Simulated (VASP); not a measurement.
# AlN (F-43m) in VASP: single point with PBE

Aim: the single point of AlN with PBE.

Everything below comes from runs of VASP 6.6.1. Logs are shortened: lines on timing, memory, paths and dates and some standing lists are left out, and cuts for length are marked.

## (1) The cell of the first run

The structure is cubic, space group F-43m (No. 216). Conventional cell: a = 4.368 Å, b = 4.368 Å, c = 4.368 Å, α = 90.00°, β = 90.00°, γ = 90.00°. Al (site symmetry -43m) has 4 N at 1.89 Å within 2.5 Å. Within 2.5 Å of N (site symmetry -43m) lie 4 Al at 1.89 Å.

## (2) Single point, PBE

INCAR reads:

```
  PREC = Accurate
  ENCUT = 600
  EDIFF = 1E-6
  ISMEAR = 0
  SIGMA = 0.01
  LREAL = F
  LASPH = T
  NELM = 120
  ALGO = Normal
  ISIF = 2
  LWAVE = F
  LCHARG = F
  GGA = PE
  NBANDS = 11
  GGA_COMPAT = F
```

KPOINTS reads:

```
Automatic mesh
0
Gamma
  9 9 9
```

POSCAR reads:

```
AlN
1.0
    0.0000000000      2.1839935600      2.1839935600
    2.1839935600      0.0000000000      2.1839935600
    2.1839935600      2.1839935600      0.0000000000
Al N
1 1
Direct
    0.0000000000      0.0000000000      0.0000000000
    0.7500000000      0.7500000000      0.7500000000
```

Potentials or basis: VASP PAW PBE potentials, release 64 (Al, N).

Launch:

```console
cat potpaw_PBE.64/Al/POTCAR potpaw_PBE.64/N/POTCAR > POTCAR
mpirun -np 1 vasp_std > vasp.out
```

OUTCAR:

```text
PREC = Accurate
   ENCUT = 600
   EDIFF = 1E-6
   ISMEAR = 0
   LREAL = F
   LASPH = T
   NELM = 120
   ISIF = 2
   GGA = PE

 ion  position               nearest neighbor table
   1  0.000  0.000  0.000-   2 1.89   2 1.89   2 1.89   2 1.89
   2  0.750  0.750  0.750-   1 1.89   1 1.89   1 1.89   1 1.89

  LATTYP: Found a face centered cubic cell.
 ALAT       =     4.3679871200

  Lattice vectors:

 A1 = (   0.0000000000,   2.1839935600,   2.1839935600)
 A2 = (   2.1839935600,   0.0000000000,   2.1839935600)
 A3 = (   2.1839935600,   2.1839935600,   0.0000000000)

Analysis of symmetry for initial positions (statically):
=====================================================================
 Subroutine PRICEL returns:
 Original cell was already a primitive cell.

 Routine SETGRP: Setting up the symmetry group for a
 face centered cubic supercell.

 Subroutine GETGRP returns: Found 24 space group operations
 (whereof 24 operations were pure point group operations)
 out of a pool of 48 trial point group operations.

The static configuration has the point symmetry T_d .

Analysis of symmetry for dynamics (positions and initial velocities):
=====================================================================
 Subroutine PRICEL returns:
 Original cell was already a primitive cell.

 Routine SETGRP: Setting up the symmetry group for a
 face centered cubic supercell.

 Subroutine GETGRP returns: Found 24 space group operations
 (whereof 24 operations were pure point group operations)
 out of a pool of 48 trial point group operations.

The dynamic configuration has the point symmetry T_d .

 Subroutine INISYM returns: Found 24 space group operations
 (whereof 24 operations are pure point group operations),
 and found     1 'primitive' translations

----------------------------------------------------------------------------------------

                                     Primitive cell

  volume of cell :      20.8345

  direct lattice vectors                    reciprocal lattice vectors
     0.000000000  2.183993560  2.183993560    -0.228938404  0.228938404  0.228938404
     2.183993560  0.000000000  2.183993560     0.228938404 -0.228938404  0.228938404
     2.183993560  2.183993560  0.000000000     0.228938404  0.228938404 -0.228938404

  length of vectors
     3.088633313  3.088633313  3.088633313     0.396532948  0.396532948  0.396532948

  position of ions in fractional coordinates (direct lattice)
     0.000000000  0.000000000  0.000000000
     0.750000000  0.750000000  0.750000000

  ion indices of the primitive-cell ions
   primitive index   ion index
                 1           1
                 2           2

----------------------------------------------------------------------------------------

 KPOINTS: Automatic mesh

Automatic generation of k-mesh.
 Grid dimensions read from file:
 generate k-points for:    9    9    9

 Generating k-lattice:

  Cartesian coordinates                     Fractional coordinates (reciprocal lattice)
    -0.025437600  0.025437600  0.025437600     0.111111111  0.000000000  0.000000000
     0.025437600 -0.025437600  0.025437600     0.000000000  0.111111111  0.000000000
     0.025437600  0.025437600 -0.025437600     0.000000000  0.000000000  0.111111111

  Length of vectors
     0.044059216  0.044059216  0.044059216

  Shift w.r.t. Gamma in fractional coordinates (k-lattice)
     0.000000000  0.000000000  0.000000000

 Subroutine IBZKPT returns following result:
 ===========================================

 Found     35 irreducible k-points:

 Following reciprocal coordinates:
            Coordinates               Weight
  0.000000  0.000000  0.000000      1.000000
  0.111111  0.000000  0.000000      8.000000
  0.222222  0.000000  0.000000      8.000000
  0.333333  0.000000  0.000000      8.000000
  0.444444  0.000000  0.000000      8.000000
  0.111111  0.111111  0.000000      6.000000
[... 16 lines left out ...]
 -0.333333  0.333333  0.000000     12.000000
  0.444444  0.444444  0.000000      6.000000
 [... further k-points ...]
   k-points           NKPTS =     35   k-points in BZ     NKDIM =     35   number of bands    NBANDS=     11
   number of dos      NEDOS =    301   number of ions     NIONS =      2
   total plane-waves  NPLWV =  21952
   dimension x,y,z NGX =    28 NGY =   28 NGZ =   28
   dimension x,y,z NGXF=    56 NGYF=   56 NGZF=   56
   ions per type =               1   1
   NGX,Y,Z   is equivalent  to a cutoff of  15.07, 15.07, 15.07 a.u.
   NGXF,Y,Z  is equivalent  to a cutoff of  30.14, 30.14, 30.14 a.u.
 SYSTEM =  unknown system
   PREC   = accura    normal or accurate (medium, high low for compatibility)
   ISTART =      0    job   : 0-new  1-cont  2-samecut
   ICHARG =      2    charge: 1-file 2-atom 10-const
   ISPIN  =      1    spin polarized calculation?
   LNONCOLLINEAR =      F non collinear calculations
   LSORBIT =      F    spin-orbit coupling
   LASPH  =      T    aspherical Exc in radial PAW
   ENCUT  =  600.0 eV  44.10 Ry    6.64 a.u.   6.17  6.17  6.17*2*pi/ulx,y,z
   NELM   =    120;   NELMIN=  2; NELMDL= -5     # of ELM steps
   EDIFF  = 0.1E-05   stopping-criterion for ELM
   LREAL  =      F    real-space projection
   EDIFFG = 0.1E-04   stopping-criterion for IOM
   NSW    =      0    number of steps for IOM
   IBRION =     -1    ionic relax: 0-MD 1-quasi-New 2-CG
   NFREE  =      0    steps in history (QN), initial steepest desc. (CG)
   ISIF   =      2    stress and relaxation
   ISYM   =      2    0-nonsym 1-usesym 2-fastsym
   POTIM  = 0.5000    time-step for ionic-motion
   TEBEG  =    0.0;   TEEND  =   0.0 temperature during run
   PSTRESS=    0.0 pullay stress
   NELECT =       8.0000    total number of electrons
   NUPDOWN=      -1.0000    fix difference up-down
   EMIN   =  10.00;   EMAX   =-10.00  energy-range for DOS
   EFERMI =   0.00;   METHOD = LEGACY
   ISMEAR =     0;   SIGMA  =   0.01  broadening in eV -4-tet -1-fermi 0-gaus
   EFERMI_NEDOS =   21; number of points for ismear=-14 and -15
   IALGO  =     38    algorithm
   IMIX   =      4    mixing-type and parameters
     AMIX     =   0.40;   BMIX     =  1.00
     AMIX_MAG =   1.60;   BMIX_MAG =  1.00
  volume/ion in A,a.u.               =      10.42        70.30
  Fermi-wavevector in a.u.,A,eV,Ry     =   1.189899  2.248583 19.263943  1.415860
  Thomas-Fermi vector in A             =   2.325996
   LORBIT       =      0    0 simple, 1 ext, 2 COOP (PROOUT), +10 PAW based schemes
   GGA     = PE    functional components
   LHFCALC =     F    Hartree Fock is set to
   AEXX    =    0.0000 exact exchange contribution
   IVDW    =     0    specifies the selected vdW correction
   LEPSILON=     F    determine dielectric tensor
   LRPA    =     F    only Hartree local field effects (RPA)
 non-spin polarized calculation
 Gauss-broadening in eV      SIGMA  =   0.01
  energy-cutoff  :      600.00
  volume of cell :       20.83
 maximum number of plane-waves:       725
 NGX is ok and might be reduce to    28
   NGX = 13   NGY = 13   NGZ = 13

 number of electron       7.9999999 magnetization

 Free energy of the ion-electron system (eV)
  ---------------------------------------------------
  ext. energy  EPLUGINS =         0.00000000
  ---------------------------------------------------
  free energy    TOTEN  =       -14.84194145 eV

  energy without entropy =      -14.84194145  energy(sigma->0) =      -14.84194145

 E-fermi :   6.0125     XC(G=0): -10.9338

 val. band max:        5.9697922703   @ k =   0.0000   0.0000   0.0000
 cond. band min:       9.4716850944   @ k =   0.4444   0.4444   0.0000
 fundamental gap:      3.5018928241
 Fermi energy:         6.0124653785

 k-point     1 :       0.0000    0.0000    0.0000
  band No.  band energies     occupation
      1      -9.0117      2.00000
      2       5.9698      2.00000
      3       5.9698      2.00000
      4       5.9698      2.00000
      5      10.1659      0.00000
      6      18.5302      0.00000
      7      18.5302      0.00000
      8      18.5302      0.00000
      9      23.6585      0.00000
     10      23.6585      0.00000
     11      25.0603      0.00000

 k-point     2 :       0.1111    0.0000    0.0000
  band No.  band energies     occupation
      1      -8.8314      2.00000
      2       4.9995      2.00000
      3       5.9069      2.00000
      4       5.9069      2.00000
      5      10.9496      0.00000
      6      18.0622      0.00000
      7      18.6835      0.00000
      8      18.6835      0.00000
      9      22.2672      0.00000
     10      22.2672      0.00000
     11      24.1542      0.00000

 k-point     3 :       0.2222    0.0000    0.0000
  band No.  band energies     occupation
      1      -8.3259      2.00000
      2       3.1769      2.00000
      3       5.7563      2.00000
      4       5.7563      2.00000
      5      12.1746      0.00000
      6      17.1591      0.00000
      7      18.4783      0.00000
      8      18.4783      0.00000
      9      21.9906      0.00000
     10      21.9906      0.00000
     11      23.2929      0.00000

 k-point     4 :       0.3333    0.0000    0.0000
  band No.  band energies     occupation
      1      -7.6279      2.00000
      2       1.4215      2.00000
      3       5.5988      2.00000
      4       5.5988      2.00000
      5      12.9795      0.00000
      6      16.3711      0.00000
      7      17.7022      0.00000
      8      17.7022      0.00000
      9      23.3104      0.00000
     10      23.4966      0.00000
     11      23.4966      0.00000

 k-point     5 :       0.4444    0.0000    0.0000
  band No.  band energies     occupation
      1      -7.0535      2.00000
      2       0.2786      2.00000
      3       5.5029      2.00000
      4       5.5029      2.00000
      5      13.3118      0.00000
      6      15.8999      0.00000
      7      17.1850      0.00000
      8      17.1850      0.00000
      9      23.8437      0.00000
     10      25.5621      0.00000
     11      25.5621      0.00000
[... 211 lines left out ...]
 k-point    21 :       0.4444    0.3333    0.0000
  band No.  band energies     occupation
      1      -6.7170      2.00000
      2       1.5404      2.00000
      3       3.9759      2.00000
      4       4.4487      2.00000
      5      10.4631      0.00000
      6      15.3238      0.00000
      7      18.7401      0.00000
      8      20.8103      0.00000
      9      21.2890      0.00000
     10      27.8761      0.00000
     11      29.8440      0.00000

 k-point    22 :      -0.4444    0.3333    0.0000
  band No.  band energies     occupation
      1      -6.4102      2.00000
      2       1.4613      2.00000
      3       2.8717      2.00000
      4       4.5579      2.00000
      5      11.0001      0.00000
      6      15.9384      0.00000
      7      18.8871      0.00000
      8      20.2274      0.00000
      9      21.2754      0.00000
     10      26.5996      0.00000
     11      30.3291      0.00000

 k-point    23 :      -0.3333    0.3333    0.0000
  band No.  band energies     occupation
      1      -6.4663      2.00000
      2       1.6850      2.00000
      3       2.2826      2.00000
      4       4.8715      2.00000
      5      12.0284      0.00000
      6      16.1203      0.00000
      7      18.5440      0.00000
      8      19.4058      0.00000
      9      22.0384      0.00000
     10      24.4304      0.00000
     11      30.4994      0.00000

 k-point    24 :       0.4444    0.4444    0.0000
  band No.  band energies     occupation
      1      -6.4436      2.00000
      2       1.1951      2.00000
      3       4.2405      2.00000
      4       4.2405      2.00000
      5       9.4717      0.00000
      6      14.6711      0.00000
      7      19.6995      0.00000
      8      21.5824      0.00000
      9      21.5824      0.00000
     10      29.2883      0.00000
     11      29.6195      0.00000

 [... further k-points ...]
[... 5 lines left out ...]
  --------------------------------------------------------------------------------------
  -------------------------------------------------------------------------------------
  Total        0.5797730      0.5797730      0.5797730     -0.0000000      0.0000000     -0.0000000
  in kB       44.5845659     44.5845659     44.5845659     -0.0000000      0.0000000     -0.0000000
  external PRESSURE =      44.5845659 kB  Pullay stress =       0.0000000 kB

 VOLUME and BASIS-vectors are now :
 -----------------------------------------------------------------------------
  energy-cutoff  :      600.00
  volume of cell :       20.83
      direct lattice vectors                 reciprocal lattice vectors
     0.000000000  2.183993560  2.183993560    -0.228938404  0.228938404  0.228938404
     2.183993560  0.000000000  2.183993560     0.228938404 -0.228938404  0.228938404
     2.183993560  2.183993560  0.000000000     0.228938404  0.228938404 -0.228938404

 POSITION                                       TOTAL-FORCE (eV/Angst)
 -----------------------------------------------------------------------------------
      0.00000      0.00000      0.00000        -0.000000     -0.000000      0.000000
      3.27599      3.27599      3.27599         0.000000      0.000000     -0.000000
 -----------------------------------------------------------------------------------
    total drift:                               -0.000000     -0.000000     -0.000000

  FREE ENERGIE OF THE ION-ELECTRON SYSTEM (eV)
  ---------------------------------------------------
  free  energy   TOTEN  =       -14.8419414501 eV

  energy  without entropy=      -14.8419414501  energy(sigma->0) =      -14.84194145
```

It took 21 s on 1 thread of AMD EPYC 7R43 (Zen 3), shared host; peak memory 0.11 GiB.

Results:

* Free energy: -14.8419 eV
* Pressure: 4.5 GPa
* Band gap on the k mesh: 3.50 eV, indirect (least direct gap 4.20 eV)
